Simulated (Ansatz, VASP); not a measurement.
**Two plane-wave programs on InSb**

```
In Sb
1.0
     0.00000    3.07501    3.07501
     3.07501    0.00000    3.07501
     3.07501    3.07501    0.00000
In Sb
1 1
Cartesian
  0.0000 0.0000 0.0000
  3.0750 3.0750 3.0750
```

Change from the starting cell: volume scaled by 1, PAW files.

Alike in both runs: task single point; functional PBE; k mesh 11 × 11 × 11; occupations fermi-dirac, width 0.05 eV; no spin polarisation.

```csv
,VASP,Ansatz
version,VASP 6.6.1,Ansatz 0.2.0
potentials or method,"VASP PAW PBE potentials, release 64 (In_d, Sb)","PAW with Ansatz's default frozen-core files, scalar-relativistic"
plane-wave cutoff (eV),520,420
valence electrons in the cell,18,28
```

```tsv
	VASP	Ansatz	Ansatz less VASP
pressure (GPa)	0.0	0.0	+0.02
```

The functional is the same, so the differences come from potentials, cutoffs and numerics. VASP's potentials hold 18 valence electrons a cell and Ansatz's 28, so a difference there can come from the potentials and not from the codes.

Spin-orbit coupling is off throughout.
